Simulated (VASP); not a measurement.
# SnSe (I4/mmm) in VASP: notebook

Runs on SnSe. Level: LDA. Tasks: single point.

All numbers are computed with VASP 6.6.1; they aren't measurements. Logs are shortened: lines on timing, memory, paths and dates and some standing lists are left out, and cuts for length are marked.

**1. The cell of the first run**

It takes space group I4/mmm (No. 139, tetragonal). The conventional cell has a = 4.150 Å, b = 4.150 Å, c = 6.321 Å, α = 90.00°, β = 90.00°, γ = 90.00°. Sn (site symmetry 4/mmm) has 6 Se at 2.93 to 3.16 Å within 3.9 Å. Se (site symmetry 4/mmm) has 6 Sn at 2.93 to 3.16 Å within 3.9 Å.

**2. Single point, LDA (strain -0.025 along x and y, +0.050 along z)**

Contents of INCAR:

```
SYSTEM = SnSe
  ALGO = Normal
  EDIFF = 1E-7
  ENCUT = 520
  GGA = CA
  ISIF = 2
  ISMEAR = 0
  LASPH = .TRUE.
  LCHARG = .TRUE.
  LELF = .TRUE.
  LREAL = .FALSE.
  LVHAR = .TRUE.
  LWAVE = .FALSE.
  NBANDS = 17
  NELM = 60
  PREC = Accurate
  SIGMA = 0.05
```

Contents of KPOINTS:

```
k-points
0
G
  8 8 8
  0 0 0
```

Contents of POSCAR:

```
SnSe
1.0
    0.0000000000      2.9347500000      3.1605000000
    2.9347500000      0.0000000000      3.1605000000
    2.9347500000      2.9347500000      0.0000000000
Sn Se
1 1
Direct
    0.0000000000      0.0000000000      0.0000000000
    0.5000000000      0.5000000000      0.5000000000
```

Potentials or basis: VASP PAW LDA potentials, release 64 (Sn_d, Se).

The run is started by

```sh
$ cat potpaw_LDA.64/Sn_d/POTCAR potpaw_LDA.64/Se/POTCAR > POTCAR
$ mpirun -np 1 vasp_std > vasp.out
```

OUTCAR:

```text
SYSTEM = SnSe
   EDIFF = 1E-7
   ENCUT = 520
   GGA = CA
   ISIF = 2
   ISMEAR = 0
   LASPH = .TRUE.
   LREAL = .FALSE.
   NELM = 60
   PREC = Accurate

 ion  position               nearest neighbor table
   1  0.000  0.000  0.000-   2 2.93   2 2.93   2 2.93   2 2.93   2 3.16   2 3.16
   2  0.500  0.500  0.500-   1 2.93   1 2.93   1 2.93   1 2.93   1 3.16   1 3.16

  LATTYP: Found a body centered tetragonal cell.
 ALAT       =     4.1503632522
 C/A-ratio  =     1.5229992210

  Lattice vectors:

 A1 = (  -2.9347500000,   0.0000000000,   3.1605000000)
 A2 = (   2.9347500000,   0.0000000000,   3.1605000000)
 A3 = (   0.0000000000,   2.9347500000,  -3.1605000000)

Analysis of symmetry for initial positions (statically):
=====================================================================
 Subroutine PRICEL returns:
 Original cell was already a primitive cell.

 Routine SETGRP: Setting up the symmetry group for a
 body centered tetragonal supercell.

 Subroutine GETGRP returns: Found 16 space group operations
 (whereof 16 operations were pure point group operations)
 out of a pool of 16 trial point group operations.

The static configuration has the point symmetry D_4h.

Analysis of symmetry for dynamics (positions and initial velocities):
=====================================================================
 Subroutine PRICEL returns:
 Original cell was already a primitive cell.

 Routine SETGRP: Setting up the symmetry group for a
 body centered tetragonal supercell.

 Subroutine GETGRP returns: Found 16 space group operations
 (whereof 16 operations were pure point group operations)
 out of a pool of 16 trial point group operations.

The dynamic configuration has the point symmetry D_4h.

 Subroutine INISYM returns: Found 16 space group operations
 (whereof 16 operations are pure point group operations),
 and found     1 'primitive' translations

----------------------------------------------------------------------------------------

                                     Primitive cell

  volume of cell :      54.4412

  direct lattice vectors                    reciprocal lattice vectors
     0.000000000  2.934750000  3.160500000    -0.170372263  0.170372263  0.158202816
     2.934750000  0.000000000  3.160500000     0.170372263 -0.170372263  0.158202816
     2.934750000  2.934750000  0.000000000     0.170372263  0.170372263 -0.158202816

  length of vectors
     4.312947694  4.312947694  4.150363252     0.288238698  0.288238698  0.288238698

  position of ions in fractional coordinates (direct lattice)
     0.000000000  0.000000000  0.000000000
     0.500000000  0.500000000  0.500000000

  ion indices of the primitive-cell ions
   primitive index   ion index
                 1           1
                 2           2

----------------------------------------------------------------------------------------

 KPOINTS: k-points

Automatic generation of k-mesh.
 Grid dimensions read from file:
 generate k-points for:    8    8    8

 Generating k-lattice:

  Cartesian coordinates                     Fractional coordinates (reciprocal lattice)
    -0.021296533  0.021296533  0.019775352     0.125000000  0.000000000  0.000000000
     0.021296533 -0.021296533  0.019775352     0.000000000  0.125000000  0.000000000
     0.021296533  0.021296533 -0.019775352     0.000000000  0.000000000  0.125000000

  Length of vectors
     0.036029837  0.036029837  0.036029837

  Shift w.r.t. Gamma in fractional coordinates (k-lattice)
     0.000000000  0.000000000  0.000000000

 Subroutine IBZKPT returns following result:
 ===========================================

 Found     59 irreducible k-points:

 Following reciprocal coordinates:
            Coordinates               Weight
  0.000000  0.000000  0.000000      1.000000
  0.125000  0.000000  0.000000      8.000000
  0.250000  0.000000  0.000000      8.000000
  0.375000  0.000000  0.000000      8.000000
  0.500000  0.000000  0.000000      4.000000
  0.125000  0.125000  0.000000      2.000000
[... 16 lines left out ...]
  0.250000  0.000000  0.125000     16.000000
  0.375000 -0.000000  0.125000     16.000000
 [... further k-points ...]
   k-points           NKPTS =     59   k-points in BZ     NKDIM =     59   number of bands    NBANDS=     17
   number of dos      NEDOS =    301   number of ions     NIONS =      2
   total plane-waves  NPLWV =  32768
   dimension x,y,z NGX =    32 NGY =   32 NGZ =   32
   dimension x,y,z NGXF=    64 NGYF=   64 NGZF=   64
   ions per type =               1   1
   NGX,Y,Z   is equivalent  to a cutoff of  12.33, 12.33, 12.82 a.u.
   NGXF,Y,Z  is equivalent  to a cutoff of  24.67, 24.67, 25.64 a.u.
 SYSTEM =  SnSe
   PREC   = accura    normal or accurate (medium, high low for compatibility)
   ISTART =      0    job   : 0-new  1-cont  2-samecut
   ICHARG =      2    charge: 1-file 2-atom 10-const
   ISPIN  =      1    spin polarized calculation?
   LNONCOLLINEAR =      F non collinear calculations
   LSORBIT =      F    spin-orbit coupling
   LASPH  =      T    aspherical Exc in radial PAW
   ENCUT  =  520.0 eV  38.22 Ry    6.18 a.u.   8.02  8.02  7.72*2*pi/ulx,y,z
   NELM   =     60;   NELMIN=  2; NELMDL= -5     # of ELM steps
   EDIFF  = 0.1E-06   stopping-criterion for ELM
   LREAL  =      F    real-space projection
   EDIFFG = 0.1E-05   stopping-criterion for IOM
   NSW    =      0    number of steps for IOM
   IBRION =     -1    ionic relax: 0-MD 1-quasi-New 2-CG
   NFREE  =      0    steps in history (QN), initial steepest desc. (CG)
   ISIF   =      2    stress and relaxation
   ISYM   =      2    0-nonsym 1-usesym 2-fastsym
   POTIM  = 0.5000    time-step for ionic-motion
   TEBEG  =    0.0;   TEEND  =   0.0 temperature during run
   PSTRESS=    0.0 pullay stress
   NELECT =      20.0000    total number of electrons
   NUPDOWN=      -1.0000    fix difference up-down
   EMIN   =  10.00;   EMAX   =-10.00  energy-range for DOS
   EFERMI =   0.00;   METHOD = LEGACY
   ISMEAR =     0;   SIGMA  =   0.05  broadening in eV -4-tet -1-fermi 0-gaus
   EFERMI_NEDOS =   21; number of points for ismear=-14 and -15
   IALGO  =     38    algorithm
   IMIX   =      4    mixing-type and parameters
     AMIX     =   0.40;   BMIX     =  1.00
     AMIX_MAG =   1.60;   BMIX_MAG =  1.00
  volume/ion in A,a.u.               =      27.22       183.69
  Fermi-wavevector in a.u.,A,eV,Ry     =   1.172489  2.215683 18.704348  1.374731
  Thomas-Fermi vector in A             =   2.308917
   LORBIT       =      0    0 simple, 1 ext, 2 COOP (PROOUT), +10 PAW based schemes
   GGA     = CA    functional components
   LHFCALC =     F    Hartree Fock is set to
   AEXX    =    0.0000 exact exchange contribution
   IVDW    =     0    specifies the selected vdW correction
   LEPSILON=     F    determine dielectric tensor
   LRPA    =     F    only Hartree local field effects (RPA)
 non-spin polarized calculation
 Gauss-broadening in eV      SIGMA  =   0.05
  energy-cutoff  :      520.00
  volume of cell :       54.44
 maximum number of plane-waves:      1486
   NGX = 15   NGY = 15   NGZ = 15

 number of electron      20.0000005 magnetization

 Free energy of the ion-electron system (eV)
  ---------------------------------------------------
  ext. energy  EPLUGINS =         0.00000000
  ---------------------------------------------------
  free energy    TOTEN  =        -9.41429546 eV

  energy without entropy =       -9.41429546  energy(sigma->0) =       -9.41429546

 E-fermi :   5.6956     XC(G=0):  -9.8830

 val. band max:        5.4706666414   @ k =  -0.3750   0.1250   0.0000
 cond. band min:       5.9874296484   @ k =  -0.3750   0.0000   0.1250
 fundamental gap:      0.5167630070
 Fermi energy:         5.6955906072

 k-point     1 :       0.0000    0.0000    0.0000
  band No.  band energies     occupation
      1     -16.0679      2.00000
      2     -16.0527      2.00000
      3     -16.0527      2.00000
      4     -16.0326      2.00000
      5     -16.0323      2.00000
      6      -8.4638      2.00000
[... 9 lines left out ...]
     16      11.5167      0.00000
     17      12.5977      0.00000

 k-point     2 :       0.1250    0.0000    0.0000
  band No.  band energies     occupation
      1     -16.0678      2.00000
      2     -16.0524      2.00000
      3     -16.0516      2.00000
      4     -16.0338      2.00000
      5     -16.0306      2.00000
      6      -8.3536      2.00000
[... 9 lines left out ...]
     16      11.8458      0.00000
     17      13.4806      0.00000

 k-point     3 :       0.2500    0.0000    0.0000
  band No.  band energies     occupation
      1     -16.0682      2.00000
      2     -16.0515      2.00000
      3     -16.0495      2.00000
      4     -16.0361      2.00000
      5     -16.0260      2.00000
      6      -8.0564      2.00000
[... 9 lines left out ...]
     16      12.7173      0.00000
     17      15.3665      0.00000

 k-point     4 :       0.3750    0.0000    0.0000
  band No.  band energies     occupation
      1     -16.0693      2.00000
      2     -16.0505      2.00000
      3     -16.0492      2.00000
      4     -16.0367      2.00000
      5     -16.0209      2.00000
      6      -7.6962      2.00000
[... 9 lines left out ...]
     16      14.2242      0.00000
     17      16.5559      0.00000
[... 343 lines left out ...]
      1     -16.0664      2.00000
      2     -16.0538      2.00000
      3     -16.0508      2.00000
      4     -16.0358      2.00000
      5     -16.0286      2.00000
      6      -8.3059      2.00000
[... 9 lines left out ...]
     16      12.5856      0.00000
     17      12.8478      0.00000

 k-point    23 :       0.2500    0.0000    0.1250
  band No.  band energies     occupation
      1     -16.0658      2.00000
      2     -16.0541      2.00000
      3     -16.0488      2.00000
      4     -16.0392      2.00000
      5     -16.0239      2.00000
      6      -8.0607      2.00000
[... 9 lines left out ...]
     16      13.3610      0.00000
     17      14.1414      0.00000

 k-point    24 :       0.3750   -0.0000    0.1250
  band No.  band energies     occupation
      1     -16.0668      2.00000
      2     -16.0527      2.00000
      3     -16.0487      2.00000
      4     -16.0404      2.00000
      5     -16.0190      2.00000
      6      -7.7124      2.00000
[... 9 lines left out ...]
     16      14.8251      0.00000
     17      15.9151      0.00000

 [... further k-points ...]

------------------------ aborting loop because EDIFF is reached ----------------------------------------

  FORCE on cell =-STRESS in cart. coord.  units (eV):
  Direction    XX          YY          ZZ          XY          YZ          ZX
  --------------------------------------------------------------------------------------
  -------------------------------------------------------------------------------------
  Total       -0.0374532     -0.0374532     -2.4546296      0.0000000     -0.0000000     -0.0000000
  in kB       -1.1022274     -1.1022274    -72.2384686      0.0000000     -0.0000000     -0.0000000
  external PRESSURE =     -24.8143078 kB  Pullay stress =       0.0000000 kB

 VOLUME and BASIS-vectors are now :
 -----------------------------------------------------------------------------
  energy-cutoff  :      520.00
  volume of cell :       54.44
      direct lattice vectors                 reciprocal lattice vectors
     0.000000000  2.934750000  3.160500000    -0.170372263  0.170372263  0.158202816
     2.934750000  0.000000000  3.160500000     0.170372263 -0.170372263  0.158202816
     2.934750000  2.934750000  0.000000000     0.170372263  0.170372263 -0.158202816

 POSITION                                       TOTAL-FORCE (eV/Angst)
 -----------------------------------------------------------------------------------
      0.00000      0.00000      0.00000        -0.000000      0.000000     -0.000000
      2.93475      2.93475      3.16050         0.000000     -0.000000      0.000000
 -----------------------------------------------------------------------------------
    total drift:                                0.000000     -0.000000     -0.000000

  FREE ENERGIE OF THE ION-ELECTRON SYSTEM (eV)
  ---------------------------------------------------
  free  energy   TOTEN  =        -9.4142954602 eV

  energy  without entropy=       -9.4142954602  energy(sigma->0) =       -9.41429546
```

Wall time 78 s (1 thread of AMD EPYC 7R13, shared host); peak memory 0.16 GiB.

What came out:

```
Free energy            : -9.4143 eV
Pressure               : -2.5 GPa
Band gap on the k mesh : 0.52 eV (least direct gap 0.60 eV)
```

Stress tensor (GPa, compression positive):
```
-0.11  0.00  0.00
 0.00 -0.11  0.00
 0.00  0.00 -7.22
```

Caveat: the cell differs from its parent crystal (strain -0.025 along x and y, +0.050 along z); spin-orbit coupling is left out, which moves the levels of the heavy elements. A k mesh can miss the band edges.

**3. Single point, LDA (strain +0.025 along x and y, -0.050 along z)**

Contents of INCAR:

```
  ALGO = Normal
  EDIFF = 1E-6
  ENCUT = 520
  GGA = CA
  ISIF = 2
  ISMEAR = 0
  LASPH = True
  LCHARG = False
  LREAL = False
  LWAVE = False
  NBANDS = 17
  NELM = 80
  PREC = Accurate
  SIGMA = 0.05
```

Contents of KPOINTS:

```
k-points
0
Gamma
  8 8 8
```

Contents of POSCAR:

```
SnSe
1.0
    0.0000000000      3.0852500000      2.8595000000
    3.0852500000      0.0000000000      2.8595000000
    3.0852500000      3.0852500000      0.0000000000
Sn Se
1 1
Direct
    0.0000000000      0.0000000000      0.0000000000
    0.5000000000      0.5000000000      0.5000000000
```

Potentials or basis: VASP PAW LDA potentials, release 64 (Sn_d, Se).

The run is started by

```sh
$ cat potpaw_LDA.64/Sn_d/POTCAR potpaw_LDA.64/Se/POTCAR > POTCAR
$ mpirun -np 1 vasp_std > vasp.out
```

Run time: 70 s. Hardware: 1 thread of AMD EPYC 7R13, shared host; peak memory 0.16 GiB.

Results (log left out):

```
Free energy            : -9.3975 eV
Pressure               : -2.4 GPa
Band gap on the k mesh : 0.62 eV
```

Stress tensor (GPa, compression positive):
```
-5.58  0.00  0.00
 0.00 -5.58  0.00
 0.00  0.00  4.08
```

Levels at points of the mesh, in eV from the valence-band top:
```csv
k point,band 8,band 9,band 10,band 11,band 12,band 13
"(0.00, 0.00, 0.00)",-2.64,-1.86,-1.86,3.72,3.72,5.62
"(0.50, 0.00, 0.00)",-1.92,-1.82,-0.07,0.72,1.05,1.55
"(0.50, 0.50, 0.00)",-5.54,-3.70,-3.70,2.88,5.11,5.11
"(0.50, 0.00, 0.50)",-5.39,-3.95,-3.08,3.16,4.55,5.64
```

Caveat: the cell differs from its parent crystal (strain +0.025 along x and y, -0.050 along z); spin-orbit coupling is left out, which moves the levels of the heavy elements.

(Continued in part 2 of 2.)
